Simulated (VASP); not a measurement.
# Be3ZnSe4 (P3m1) in VASP: settings compared, part 2 of 3

VASP 6.6.1. Earlier steps stand in the parts before.

### 3 Relaxation of shape and atoms at fixed volume, PBE (16.60 Å³/atom)

This run uses another cell than the first one, of 16.60 Å³/atom.

INCAR

```
SYSTEM = Be3ZnSe4
PREC     = Accurate       ! precision mode
ENCUT    = 600            ! plane-wave cutoff, eV
EDIFF    = 1E-7           ! SCF threshold, eV
ISMEAR   = 0              ! smearing method
SIGMA    = 0.02           ! smearing width, eV
LREAL    = .False.        ! projectors in reciprocal space
LASPH    = .True.         ! aspherical terms in the spheres
NELM     = 100            ! most SCF steps
ALGO     = Normal         ! electronic algorithm
ISIF     = 4              ! what is computed and relaxed
LWAVE    = .False.        ! write WAVECAR
LCHARG   = .False.        ! write CHGCAR
GGA      = PE             ! functional
IBRION   = 2              ! ionic algorithm
NSW      = 50             ! ionic steps
EDIFFG   = -0.01          ! ionic threshold
```

KPOINTS

```
regular mesh
0
Gamma
  6 6 2
  0 0 0
```

POSCAR

```
Be3ZnSe4
1.0
    3.5835093106      0.0000000276      0.0000000000
   -1.7917546792      3.1034100839      0.0000000000
    0.0000000000      0.0000000000     11.9432488957
Be Zn Se
3 1 4
Direct
    0.6666666667      0.3333333333      0.0128309378
    0.6666666667      0.3333333333      0.4919029721
    0.0000000000      0.0000000000      0.2529533820
    0.0000000000      0.0000000000      0.7583771407
    0.6666666667      0.3333333333      0.1939050278
    0.6666666667      0.3333333333      0.6713149190
    0.0000000000      0.0000000000      0.4337563047
    0.0000000000      0.0000000000      0.9549593159
```

Potentials or basis: VASP PAW PBE potentials, release 64 (Be, Zn, Se).

The run is started by

```console
cat potpaw_PBE.64/Be/POTCAR potpaw_PBE.64/Zn/POTCAR potpaw_PBE.64/Se/POTCAR > POTCAR
mpirun -np 1 vasp_std > vasp.out
```

Run time: 2.6 min. Hardware: 1 thread of Intel Xeon 6975P-C (Granite Rapids), shared host; peak memory 0.32 GiB.

It converged, with:

* Free energy: -31.6607 eV
* Energy gained by relaxing: 0.2 meV/atom
* Ionic steps: 8
* Pressure after relaxing: 11.6 GPa
* Largest force after relaxing: 0.004 eV/Å
* Band gap on the k mesh: 2.34 eV (least direct gap 3.01 eV)

Forces on the atoms (eV/Å):
```
Be   0.000  0.000  0.000
Be   0.000  0.000  0.001
Be   0.000  0.000  0.002
Zn   0.000  0.000  0.001
Se   0.000  0.000 -0.003
Se   0.000  0.000 -0.004
Se   0.000  0.000  0.001
Se   0.000  0.000  0.002
```

Step by step:
```
step  energy change (eV)  largest force (eV/Å)  pressure (GPa)  volume (Å³)
   1              0.0000                0.1335           11.71       132.82
   2             -0.0011                0.0341           11.64       132.82
   3             -0.0012                0.0408           11.63       132.82
   4             -0.0015                0.0237           11.62       132.82
   5             -0.0015                0.0165           11.61       132.82
   6             -0.0015                0.0116           11.61       132.82
   7             -0.0015                0.0113           11.61       132.82
   8             -0.0015                0.0038           11.61       132.82
```

Final structure:
```cif
data_structure
_symmetry_space_group_name_H-M 'P 1'
_symmetry_Int_Tables_number 1
_cell_length_a 3.5800
_cell_length_b 3.5800
_cell_length_c 11.9670
_cell_angle_alpha 90.000
_cell_angle_beta 90.000
_cell_angle_gamma 120.000
_cell_volume 132.82
loop_
_atom_site_label
_atom_site_type_symbol
_atom_site_fract_x
_atom_site_fract_y
_atom_site_fract_z
_atom_site_occupancy
Be1 Be 0.66667 0.33333 0.01310 1
Be2 Be 0.66667 0.33333 0.49147 1
Be3 Be 0.00000 0.00000 0.25289 1
Zn1 Zn 0.00000 0.00000 0.75924 1
Se1 Se 0.66667 0.33333 0.19394 1
Se2 Se 0.66667 0.33333 0.67051 1
Se3 Se 0.00000 0.00000 0.43344 1
Se4 Se 0.00000 0.00000 0.95542 1
```

Levels at points of the mesh, in eV from the valence-band top:
```csv
k point,band 19,band 20,band 21,band 22,band 23,band 24
"(0.00, 0.00, 0.00)",-0.90,0.00,0.00,3.01,3.34,3.72
"(0.50, 0.00, 0.00)",-2.77,-2.58,-1.34,2.34,2.43,2.98
"(0.00, 0.00, 0.50)",-1.09,-0.03,-0.03,3.30,3.47,3.80
"(0.50, 0.00, 0.50)",-2.65,-2.40,-1.43,2.45,2.48,2.69
```

A k mesh can miss the band edges.

### 4 Relaxation of shape and atoms at fixed volume, PBE (17.17 Å³/atom)

This run uses another cell than the first one, of 17.17 Å³/atom.

INCAR

```
SYSTEM = Be3ZnSe4
ALGO = Normal
EDIFF = 1E-6
EDIFFG = -0.01
ENCUT = 600
GGA = PE
IBRION = 2
ISIF = 4
ISMEAR = 0
LASPH = .True.
LCHARG = .False.
LREAL = .False.
LWAVE = .False.
NELM = 80
NSW = 50
PREC = Accurate
SIGMA = 0.02
```

KPOINTS

```
k-points
0
Gamma
  6 6 2
  0 0 0
```

POSCAR

```
Be3ZnSe4
1.0
    3.6270108372      0.0000000280      0.0000000000
   -1.8135054428      3.1410835109      0.0000000000
    0.0000000000      0.0000000000     12.0559259318
Be Zn Se
3 1 4
Direct
    0.6666666667      0.3333333333      0.0126766804
    0.6666666667      0.3333333333      0.4921667769
    0.0000000000      0.0000000000      0.2529801206
    0.0000000000      0.0000000000      0.7576739151
    0.6666666667      0.3333333333      0.1939420398
    0.6666666667      0.3333333333      0.6718911405
    0.0000000000      0.0000000000      0.4339748607
    0.0000000000      0.0000000000      0.9546944660
```

Potentials or basis: VASP PAW PBE potentials, release 64 (Be, Zn, Se).

The run is started by

```console
cat potpaw_PBE.64/Be/POTCAR potpaw_PBE.64/Zn/POTCAR potpaw_PBE.64/Se/POTCAR > POTCAR
mpirun -np 1 vasp_std > vasp.out
```

OUTCAR:

```text
SYSTEM = Be3ZnSe4
   EDIFF = 1E-6
   EDIFFG = -0.01
   ENCUT = 600
   GGA = PE
   IBRION = 2
   ISIF = 4
   ISMEAR = 0
   LASPH = .True.
   LREAL = .False.
   NELM = 80
   NSW = 50
   PREC = Accurate

 ion  position               nearest neighbor table
   1  0.667  0.333  0.013-   5 2.19   8 2.21   8 2.21   8 2.21
   2  0.667  0.333  0.492-   6 2.17   7 2.21   7 2.21   7 2.21
   3  0.000  0.000  0.253-   7 2.18   5 2.21   5 2.21   5 2.21
   4  0.000  0.000  0.758-   6 2.34   6 2.34   6 2.34   8 2.38
   5  0.667  0.333  0.194-   1 2.19   3 2.21   3 2.21   3 2.21
   6  0.667  0.333  0.672-   2 2.17   4 2.34   4 2.34   4 2.34
   7  0.000  0.000  0.434-   3 2.18   2 2.21   2 2.21   2 2.21
   8  0.000  0.000  0.955-   1 2.21   1 2.21   1 2.21   4 2.38

  LATTYP: Found a hexagonal cell.
 ALAT       =     3.6270108372
 C/A-ratio  =     3.3239288419

  Lattice vectors:

 A1 = (   3.6270108372,   0.0000000280,   0.0000000000)
 A2 = (  -1.8135054428,   3.1410835109,   0.0000000000)
 A3 = (   0.0000000000,   0.0000000000,  12.0559259318)

Analysis of symmetry for initial positions (statically):
=====================================================================
 Subroutine PRICEL returns:
 Original cell was already a primitive cell.

[... 162 lines left out ...]
--------------------------------------- Ionic step        1  -------------------------------------------

 number of electron      42.0000010 magnetization

 Free energy of the ion-electron system (eV)
  ---------------------------------------------------
  ext. energy  EPLUGINS =         0.00000000
  ---------------------------------------------------
  free energy    TOTEN  =       -31.93641674 eV

  energy without entropy =      -31.93641674  energy(sigma->0) =      -31.93641674

------------------------ aborting loop because EDIFF is reached ----------------------------------------

  FORCE on cell =-STRESS in cart. coord.  units (eV):
  Direction    XX          YY          ZZ          XY          YZ          ZX
  --------------------------------------------------------------------------------------
  -------------------------------------------------------------------------------------
  Total        6.9040606      6.9040606      7.1583959      0.0000000      0.0000000      0.0000000
  in kB       80.5352981     80.5352981     83.5020982      0.0000000      0.0000000      0.0000000
  external PRESSURE =      81.5242314 kB  Pullay stress =       0.0000000 kB
[... 197 lines left out ...]
--------------------------------------- Ionic step        6  -------------------------------------------

 number of electron      42.0000011 magnetization

 Free energy of the ion-electron system (eV)
  ---------------------------------------------------
  ext. energy  EPLUGINS =         0.00000000
  ---------------------------------------------------
  free energy    TOTEN  =       -31.93761941 eV

  energy without entropy =      -31.93761941  energy(sigma->0) =      -31.93761941

 E-fermi :   4.2457     XC(G=0):  -9.7192

 val. band max:        4.1402259739   @ k =   0.0000   0.0000   0.0000
 cond. band min:       6.5586368927   @ k =   0.5000  -0.0000   0.0000
 fundamental gap:      2.4184109188
 Fermi energy:         4.2456810546

 k-point     1 :       0.0000    0.0000    0.0000
  band No.  band energies     occupation
      1     -10.6261      2.00000
      2     -10.1156      2.00000
      3      -9.9306      2.00000
      4      -9.2260      2.00000
      5      -3.1270      2.00000
      6      -3.0607      2.00000
[... 430 lines left out ...]
  FREE ENERGIE OF THE ION-ELECTRON SYSTEM (eV)
  ---------------------------------------------------
  free  energy   TOTEN  =       -31.9376194069 eV

  energy  without entropy=      -31.9376194069  energy(sigma->0) =      -31.93761941

 reached required accuracy - stopping structural energy minimisation
```

OSZICAR:

```text
N       E                     dE             d eps       ncg     rms          rms(c)
DAV:   1     0.278331688127E+03    0.27833E+03   -0.19364E+04   728   0.171E+03
DAV:   2    -0.464506332628E-01   -0.27838E+03   -0.27083E+03   796   0.339E+02
DAV:   3    -0.319364878757E+02   -0.31890E+02   -0.31532E+02   894   0.117E+02
DAV:   4    -0.328168961070E+02   -0.88041E+00   -0.87874E+00   960   0.192E+01
[... 40 lines left out ...]
   5 F= -.31937596E+02 E0= -.31937596E+02  d E =-.210976E-03
       N       E                     dE             d eps       ncg     rms          rms(c)
DAV:   1    -0.319376181503E+02   -0.21585E-04   -0.10483E-03   732   0.170E-01    0.166E-02
DAV:   2    -0.319376203350E+02   -0.21847E-05   -0.56806E-05   954   0.477E-02    0.722E-03
DAV:   3    -0.319376194069E+02    0.92815E-06   -0.15012E-06   594   0.919E-03
   6 F= -.31937619E+02 E0= -.31937619E+02  d E =-.229411E-04
```

Wall time 2 min (1 thread of Intel Xeon 6975P-C (Granite Rapids), shared host); peak memory 0.31 GiB.

What came out:

```
Free energy                  : -31.9376 eV
Energy gained by relaxing    : 0.2 meV/atom
Ionic steps                  : 6
Pressure after relaxing      : 8.1 GPa
Largest force after relaxing : 0.008 eV/Å
Band gap on the k mesh       : 2.42 eV (least direct gap 2.93 eV)
```

Forces in eV/Å, atoms in the order of the input:
```
Be   0.000  0.000  0.007
Be   0.000  0.000 -0.001
Be   0.000  0.000 -0.008
Zn   0.000  0.000  0.001
Se   0.000  0.000  0.005
Se   0.000  0.000 -0.002
Se   0.000  0.000 -0.004
Se   0.000  0.000  0.002
```

Step by step:
| step | energy change (eV) | largest force (eV/Å) | pressure (GPa) | volume (Å³) |
| --- | --- | --- | --- | --- |
| 1 | 0.0000 | 0.1100 | 8.15 | 137.35 |
| 2 | -0.0009 | 0.0372 | 8.10 | 137.35 |
| 3 | -0.0010 | 0.0364 | 8.08 | 137.35 |
| 4 | -0.0011 | 0.0188 | 8.07 | 137.35 |
| 5 | -0.0012 | 0.0140 | 8.07 | 137.35 |
| 6 | -0.0012 | 0.0076 | 8.06 | 137.35 |

Final structure:
```yaml
crystal:
  lattice:
    - [3.62329, 0.00000, 0.00000]
    - [-1.81165, 3.13786, 0.00000]
    - [0.00000, 0.00000, 12.08067]
  atoms:
    - { symbol: Be, position: [0.66667, 0.33333, 0.01280] }
    - { symbol: Be, position: [0.66667, 0.33333, 0.49187] }
    - { symbol: Be, position: [0.00000, 0.00000, 0.25303] }
    - { symbol: Zn, position: [0.00000, 0.00000, 0.75844] }
    - { symbol: Se, position: [0.66667, 0.33333, 0.19387] }
    - { symbol: Se, position: [0.66667, 0.33333, 0.67120] }
    - { symbol: Se, position: [0.00000, 0.00000, 0.43377] }
    - { symbol: Se, position: [0.00000, 0.00000, 0.95503] }
```

A k mesh can miss the band edges.

(Part 2 of 3 ends here.)
